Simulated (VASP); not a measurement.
# Pt (R-3m) in VASP: a series of runs

The runs below take Pt through single point, with r2SCAN.

Everything below comes from runs of VASP 6.6.1. Logs are shortened: lines on timing, memory, paths and dates and some standing lists are left out, and cuts for length are marked.

**1. The cell of the first run**

The structure is trigonal, space group R-3m (No. 166). Conventional cell: a = 4.439 Å, b = 4.439 Å, c = 5.437 Å, α = 90.00°, β = 90.00°, γ = 120.00°. Within 3.2 Å of Pt (site symmetry 3m) lie 14 Pt at 2.42 to 3.14 Å.

**2. Single point, r2SCAN (atoms displaced along a vibrational mode)**

POSCAR reads:

```
Pt
1.0
    0.0000000000     -3.1389727827      0.0000000000
   -3.1389727827      0.0000000000      0.0000000000
    0.0000000000      0.0000000000     -3.1389727827
Pt
2
Direct
    0.4724105475      0.4724105475      0.4724105475
    0.0275894525      0.0275894525      0.0275894525
```

INCAR.step1 reads:

```
PREC = Accurate
ENCUT = 520
ISMEAR = 0
SIGMA = 0.15
LREAL = F
LASPH = T
NELM = 60
NBANDS = 17
GGA = PE
ALGO = Normal
EDIFF = 1E-4
LWAVE = T
LCHARG = F
```

INCAR.step2 reads:

```
PREC = Accurate
ENCUT = 520
EDIFF = 1E-6
ISMEAR = 0
SIGMA = 0.15
LREAL = F
LASPH = T
NELM = 60
ALGO = Normal
ISIF = 2
LWAVE = F
LCHARG = T
METAGGA = R2SCAN
LMIXTAU = T
LELF = T
LVHAR = T
NBANDS = 17
ISTART = 1
```

KPOINTS reads:

```
regular mesh
0
Gamma
  20 20 20
```

Potentials or basis: VASP PAW PBE potentials, release 64 (Pt).

Command:

```console
cat potpaw_PBE.64/Pt/POTCAR > POTCAR
cp INCAR.step1 INCAR
mpirun -np 1 vasp_std > vasp.out
cp INCAR.step2 INCAR
mpirun -np 1 vasp_std > vasp.out
```

OUTCAR:

```text
PREC = Accurate
   ENCUT = 520
   EDIFF = 1E-6
   ISMEAR = 0
   LREAL = F
   LASPH = T
   NELM = 60
   ISIF = 2
   METAGGA = R2SCAN
   ISTART = 1

 ion  position               nearest neighbor table
   1  0.472  0.472  0.472-   2 2.42   2 2.63   2 2.63   2 2.63   2 2.83   2 2.83   2 2.83   2 3.02

   2  0.028  0.028  0.028-   1 2.42   1 2.63   1 2.63   1 2.63   1 2.83   1 2.83   1 2.83   1 3.02

  LATTYP: Found a simple cubic cell.
 ALAT       =     3.1389727827

  Lattice vectors:

 A1 = (   0.0000000000,  -3.1389727827,   0.0000000000)
 A2 = (  -3.1389727827,   0.0000000000,   0.0000000000)
 A3 = (   0.0000000000,   0.0000000000,  -3.1389727827)

Analysis of symmetry for initial positions (statically):
=====================================================================
 Subroutine PRICEL returns:
 Original cell was already a primitive cell.

 Routine SETGRP: Setting up the symmetry group for a
 simple cubic supercell.

 Subroutine GETGRP returns: Found 12 space group operations
 (whereof  6 operations were pure point group operations)
 out of a pool of 48 trial point group operations.

The static configuration has the point symmetry C_3v.
 The point group associated with its full space group is D_3d.

Analysis of symmetry for dynamics (positions and initial velocities):
=====================================================================
 Subroutine PRICEL returns:
 Original cell was already a primitive cell.

 Routine SETGRP: Setting up the symmetry group for a
 simple cubic supercell.

 Subroutine GETGRP returns: Found 12 space group operations
 (whereof  6 operations were pure point group operations)
 out of a pool of 48 trial point group operations.

The dynamic configuration has the point symmetry C_3v.
 The point group associated with its full space group is D_3d.

 Subroutine INISYM returns: Found 12 space group operations
 (whereof  6 operations are pure point group operations),
 and found     1 'primitive' translations

----------------------------------------------------------------------------------------

                                     Primitive cell

  volume of cell :      30.9288

  direct lattice vectors                    reciprocal lattice vectors
     0.000000000 -3.138972783  0.000000000     0.000000000 -0.318575556  0.000000000
    -3.138972783  0.000000000  0.000000000    -0.318575556  0.000000000  0.000000000
     0.000000000  0.000000000 -3.138972783     0.000000000  0.000000000 -0.318575556

  length of vectors
     3.138972783  3.138972783  3.138972783     0.318575556  0.318575556  0.318575556

  position of ions in fractional coordinates (direct lattice)
     0.472410547  0.472410547  0.472410547
     0.027589453  0.027589453  0.027589453

  ion indices of the primitive-cell ions
   primitive index   ion index
                 1           1
                 2           2

----------------------------------------------------------------------------------------

 KPOINTS: regular mesh

Automatic generation of k-mesh.
 Grid dimensions read from file:
 generate k-points for:   20   20   20

 Generating k-lattice:

  Cartesian coordinates                     Fractional coordinates (reciprocal lattice)
     0.000000000 -0.015928778  0.000000000     0.050000000  0.000000000  0.000000000
    -0.015928778  0.000000000  0.000000000     0.000000000  0.050000000  0.000000000
     0.000000000  0.000000000 -0.015928778     0.000000000  0.000000000  0.050000000

  Length of vectors
     0.015928778  0.015928778  0.015928778

  Shift w.r.t. Gamma in fractional coordinates (k-lattice)
     0.000000000  0.000000000  0.000000000

 Subroutine IBZKPT returns following result:
 ===========================================

 Found    781 irreducible k-points:

 Following reciprocal coordinates:
            Coordinates               Weight
  0.000000  0.000000  0.000000      1.000000
  0.050000  0.000000  0.000000      6.000000
  0.100000  0.000000  0.000000      6.000000
  0.150000  0.000000  0.000000      6.000000
  0.200000  0.000000  0.000000      6.000000
  0.250000  0.000000  0.000000      6.000000
[... 16 lines left out ...]
 -0.050000  0.300000  0.000000     12.000000
  0.350000  0.050000  0.000000     12.000000
 [... further k-points ...]
   k-points           NKPTS =    781   k-points in BZ     NKDIM =    781   number of bands    NBANDS=     17
   number of dos      NEDOS =    301   number of ions     NIONS =      2
   total plane-waves  NPLWV =  13824
   dimension x,y,z NGX =    24 NGY =   24 NGZ =   24
   dimension x,y,z NGXF=    48 NGYF=   48 NGZF=   48
   ions per type =               2
   NGX,Y,Z   is equivalent  to a cutoff of  12.71, 12.71, 12.71 a.u.
   NGXF,Y,Z  is equivalent  to a cutoff of  25.42, 25.42, 25.42 a.u.
 SYSTEM =  unknown system
   PREC   = accura    normal or accurate (medium, high low for compatibility)
   ISTART =      1    job   : 0-new  1-cont  2-samecut
   ICHARG =      0    charge: 1-file 2-atom 10-const
   ISPIN  =      1    spin polarized calculation?
   LNONCOLLINEAR =      F non collinear calculations
   LSORBIT =      F    spin-orbit coupling
   LASPH  =      T    aspherical Exc in radial PAW
   ENCUT  =  520.0 eV  38.22 Ry    6.18 a.u.   5.84  5.84  5.84*2*pi/ulx,y,z
   NELM   =     60;   NELMIN=  2; NELMDL=  0     # of ELM steps
   EDIFF  = 0.1E-05   stopping-criterion for ELM
   LREAL  =      F    real-space projection
   EDIFFG = 0.1E-04   stopping-criterion for IOM
   NSW    =      0    number of steps for IOM
   IBRION =     -1    ionic relax: 0-MD 1-quasi-New 2-CG
   NFREE  =      0    steps in history (QN), initial steepest desc. (CG)
   ISIF   =      2    stress and relaxation
   ISYM   =      2    0-nonsym 1-usesym 2-fastsym
   POTIM  = 0.5000    time-step for ionic-motion
   TEBEG  =    0.0;   TEEND  =   0.0 temperature during run
   PSTRESS=    0.0 pullay stress
   NELECT =      20.0000    total number of electrons
   NUPDOWN=      -1.0000    fix difference up-down
   EMIN   =  10.00;   EMAX   =-10.00  energy-range for DOS
   EFERMI =   0.00;   METHOD = LEGACY
   ISMEAR =     0;   SIGMA  =   0.15  broadening in eV -4-tet -1-fermi 0-gaus
   EFERMI_NEDOS =   21; number of points for ismear=-14 and -15
   IALGO  =     38    algorithm
   IMIX   =      4    mixing-type and parameters
     AMIX     =   0.40;   BMIX     =  1.00
     AMIX_MAG =   1.60;   BMIX_MAG =  1.00
  volume/ion in A,a.u.               =      15.46       104.36
  Fermi-wavevector in a.u.,A,eV,Ry     =   1.415676  2.675240 27.267970  2.004139
  Thomas-Fermi vector in A             =   2.537090
   LORBIT       =      0    0 simple, 1 ext, 2 COOP (PROOUT), +10 PAW based schemes
   METAGGA = R2SCAN    functional components
   LHFCALC =     F    Hartree Fock is set to
   AEXX    =    0.0000 exact exchange contribution
   IVDW    =     0    specifies the selected vdW correction
   LEPSILON=     F    determine dielectric tensor
   LRPA    =     F    only Hartree local field effects (RPA)
 non-spin polarized calculation
 Gauss-broadening in eV      SIGMA  =   0.15
  energy-cutoff  :      520.00
  volume of cell :       30.93
 maximum number of plane-waves:       860
   NGX = 11   NGY = 11   NGZ = 11

 number of electron      19.9999999 magnetization

 Free energy of the ion-electron system (eV)
  ---------------------------------------------------
  ext. energy  EPLUGINS =         0.00000000
  ---------------------------------------------------
  free energy    TOTEN  =      -102.40852330 eV

  energy without entropy =     -102.38852537  energy(sigma->0) =     -102.39852434

 E-fermi :  10.5353     XC(G=0): -14.3949

 val. band max:       10.5332878036   @ k =   0.5000   0.3000   0.0000
 cond. band min:      10.5365640303   @ k =  -0.2500   0.2000   0.2000
 fundamental gap:      0.0032762268
 Fermi energy:        10.5353430811

 k-point     1 :       0.0000    0.0000    0.0000
  band No.  band energies     occupation
      1       0.3939      2.00000
      2       3.7306      2.00000
      3       3.7306      2.00000
      4       6.0316      2.00000
      5       6.8034      2.00000
      6       6.8034      2.00000
[... 9 lines left out ...]
     16      28.4163      0.00000
     17      28.4774      0.00000

 k-point     2 :       0.0500    0.0000    0.0000
  band No.  band energies     occupation
      1       0.4482      2.00000
      2       3.7488      2.00000
      3       3.7684      2.00000
      4       6.0340      2.00000
      5       6.8075      2.00000
      6       6.8122      2.00000
[... 9 lines left out ...]
     16      28.4534      0.00000
     17      28.5250      0.00000

 k-point     3 :       0.1000    0.0000    0.0000
  band No.  band energies     occupation
      1       0.6099      2.00000
      2       3.8030      2.00000
      3       3.8788      2.00000
      4       6.0408      2.00000
      5       6.8207      2.00000
      6       6.8388      2.00000
[... 9 lines left out ...]
     16      28.4538      0.00000
     17      28.6823      0.00000

 k-point     4 :       0.1500    0.0000    0.0000
  band No.  band energies     occupation
      1       0.8749      2.00000
      2       3.8915      2.00000
      3       4.0524      2.00000
      4       6.0525      2.00000
      5       6.8444      2.00000
      6       6.8832      2.00000
[... 9 lines left out ...]
     16      28.4436      0.00000
     17      28.9574      0.00000
[... 343 lines left out ...]
      1       2.2371      2.00000
      2       4.3538      2.00000
      3       4.7757      2.00000
      4       6.2016      2.00000
      5       6.7750      2.00000
      6       7.0886      2.00000
[... 9 lines left out ...]
     16      28.0595      0.00000
     17      29.1447      0.00000

 k-point    23 :      -0.0500    0.3000    0.0000
  band No.  band energies     occupation
      1       2.2288      2.00000
      2       4.3534      2.00000
      3       4.7477      2.00000
      4       6.0224      2.00000
      5       6.6409      2.00000
      6       7.2548      2.00000
[... 9 lines left out ...]
     16      28.5760      0.00000
     17      28.7654      0.00000

 k-point    24 :       0.3500    0.0500    0.0000
  band No.  band energies     occupation
      1       2.7878      2.00000
      2       4.5357      2.00000
      3       4.9334      2.00000
      4       6.2300      2.00000
      5       6.6644      2.00000
      6       6.9299      2.00000
[... 9 lines left out ...]
     16      27.7961      0.00000
     17      28.6878      0.00000

 [... further k-points ...]

------------------------ aborting loop because EDIFF is reached ----------------------------------------

  FORCE on cell =-STRESS in cart. coord.  units (eV):
  Direction    XX          YY          ZZ          XY          YZ          ZX
  --------------------------------------------------------------------------------------
  -------------------------------------------------------------------------------------
  Total        2.1598793      2.1598793      2.1598793      1.2694819      1.2694819      1.2694819
  in kB      111.8864302    111.8864302    111.8864302     65.7619140     65.7619140     65.7619140
  external PRESSURE =     111.8864302 kB  Pullay stress =       0.0000000 kB

 VOLUME and BASIS-vectors are now :
 -----------------------------------------------------------------------------
  energy-cutoff  :      520.00
  volume of cell :       30.93
      direct lattice vectors                 reciprocal lattice vectors
     0.000000000 -3.138972783  0.000000000     0.000000000 -0.318575556  0.000000000
    -3.138972783  0.000000000  0.000000000    -0.318575556  0.000000000  0.000000000
     0.000000000  0.000000000 -3.138972783     0.000000000  0.000000000 -0.318575556

 POSITION                                       TOTAL-FORCE (eV/Angst)
 -----------------------------------------------------------------------------------
     -1.48288     -1.48288     -1.48288        -1.866072     -1.866072     -1.866072
     -0.08660     -0.08660     -0.08660         1.866072      1.866072      1.866072
 -----------------------------------------------------------------------------------
    total drift:                                0.000000      0.000000      0.000000

  FREE ENERGIE OF THE ION-ELECTRON SYSTEM (eV)
  ---------------------------------------------------
  free  energy   TOTEN  =      -102.4085233035 eV

  energy  without entropy=     -102.3885253706  energy(sigma->0) =     -102.39852434
```

It took 12 min on 1 thread of Intel Xeon 8259CL, shared host; peak memory 0.43 GiB.

Results:

```yaml
Free_energy: -102.4085 eV
Pressure: 11.2 GPa
Largest_force: 3.232 eV/Å
Band_gap_on_the_k_mesh: zero (bands 10 and 11 overlap by 1.27 eV)
```

Forces on the atoms (eV/Å):
```
Pt  -1.866 -1.866 -1.866
Pt   1.866  1.866  1.866
```

Stress tensor (GPa, compression positive):
```
11.19  6.58  6.58
 6.58 11.19  6.58
 6.58  6.58 11.19
```

Levels at points of the mesh, in eV from the Fermi level:
| k point | band 6 | band 7 | band 8 | band 9 | band 10 | band 11 | band 12 | band 13 | band 14 | band 15 |
| --- | --- | --- | --- | --- | --- | --- | --- | --- | --- | --- |
| (0.00, 0.00, 0.00) | -3.73 | -1.51 | -1.51 | -0.02 | -0.02 | 0.76 | 8.24 | 8.48 | 8.48 | 13.33 |
| (0.50, 0.00, 0.00) | -3.51 | -2.54 | -2.19 | -1.90 | -0.97 | -0.58 | 0.46 | 13.81 | 15.22 | 15.42 |
| (0.50, 0.50, 0.00) | -1.70 | -1.31 | -0.86 | 0.23 | 0.51 | 0.70 | 0.84 | 6.36 | 6.67 | 14.25 |
| (0.50, 0.50, 0.50) | -4.73 | -1.10 | -1.10 | -0.91 | -0.91 | 4.89 | 5.01 | 8.30 | 8.95 | 8.95 |

Caveat: the cell differs from its parent crystal (atoms displaced along a vibrational mode); the cell stands under pressure; the PAW data sets were made with another functional, which shifts forces and pressure a little; spin-orbit coupling is left out, which moves the levels of the heavy elements.

**3. Single point, r2SCAN (atoms displaced along a vibrational mode)**

POSCAR reads:

```
Pt
1.0
    0.0000000000     -3.1389727827      0.0000000000
   -3.1389727827      0.0000000000      0.0000000000
    0.0000000000      0.0000000000     -3.1389727827
Pt
2
Direct
    0.4770087896      0.4770087896      0.4770087896
    0.0229912104      0.0229912104      0.0229912104
```

INCAR.step1 reads:

```
ALGO     = Normal         # electronic algorithm
EDIFF    = 1E-4           # SCF threshold, eV
ENCUT    = 520            # plane-wave cutoff, eV
GGA      = PE             # functional
ISMEAR   = 0              # smearing method
LASPH    = True           # aspherical terms in the spheres
LCHARG   = False          # write CHGCAR
LREAL    = False          # projectors in reciprocal space
LWAVE    = True           # write WAVECAR
NBANDS   = 17             # bands
NELM     = 100            # most SCF steps
PREC     = Accurate       # precision mode
SIGMA    = 0.15           # smearing width, eV
```

INCAR.step2 reads:

```
ALGO     = Normal         # electronic algorithm
EDIFF    = 1E-7           # SCF threshold, eV
ENCUT    = 520            # plane-wave cutoff, eV
ISIF     = 2              # what is computed and relaxed
ISMEAR   = 0              # smearing method
ISTART   = 1            
LASPH    = True           # aspherical terms in the spheres
LCHARG   = False          # write CHGCAR
LMIXTAU  = True         
LREAL    = False          # projectors in reciprocal space
LWAVE    = False          # write WAVECAR
METAGGA  = R2SCAN         # meta-GGA
NBANDS   = 17             # bands
NELM     = 100            # most SCF steps
PREC     = Accurate       # precision mode
SIGMA    = 0.15           # smearing width, eV
```

KPOINTS reads:

```
k-points
0
Gamma
  20 20 20
```

Potentials or basis: VASP PAW PBE potentials, release 64 (Pt).

Command:

```console
cat potpaw_PBE.64/Pt/POTCAR > POTCAR
cp INCAR.step1 INCAR
mpirun -np 1 vasp_std > vasp.out
cp INCAR.step2 INCAR
mpirun -np 1 vasp_std > vasp.out
```

It took 20 min on 1 thread of Intel Xeon 8259CL, shared host; peak memory 0.44 GiB.

Results (log left out):

```
Free energy            : -102.5511 eV
Pressure               : 7.8 GPa
Largest force          : 2.490 eV/Å
Band gap on the k mesh : zero (bands 10 and 11 overlap by 1.43 eV)
```

Forces on the atoms (eV/Å):
```
Pt  -1.437 -1.437 -1.437
Pt   1.437  1.437  1.437
```

Stress tensor (GPa, compression positive):
```
7.81 4.50 4.50
4.50 7.81 4.50
4.50 4.50 7.81
```

Levels at points of the mesh, in eV from the Fermi level:
| k point | band 6 | band 7 | band 8 | band 9 | band 10 | band 11 | band 12 | band 13 | band 14 | band 15 |
| --- | --- | --- | --- | --- | --- | --- | --- | --- | --- | --- |
| (0.00, 0.00, 0.00) | -3.73 | -1.42 | -1.42 | 0.15 | 0.15 | 0.70 | 8.21 | 8.38 | 8.38 | 13.46 |
| (0.50, 0.00, 0.00) | -3.38 | -2.62 | -2.39 | -1.94 | -0.97 | -0.59 | 0.39 | 14.14 | 15.52 | 15.66 |
| (0.50, 0.50, 0.00) | -1.60 | -1.17 | -0.85 | 0.27 | 0.47 | 0.83 | 0.91 | 6.49 | 6.71 | 14.19 |
| (0.50, 0.50, 0.50) | -4.68 | -0.99 | -0.99 | -0.88 | -0.88 | 4.98 | 5.05 | 8.54 | 9.14 | 9.14 |

Caveat: the cell differs from its parent crystal (atoms displaced along a vibrational mode); the cell stands under pressure; the PAW data sets were made with another functional, which shifts forces and pressure a little; spin-orbit coupling is left out, which moves the levels of the heavy elements.
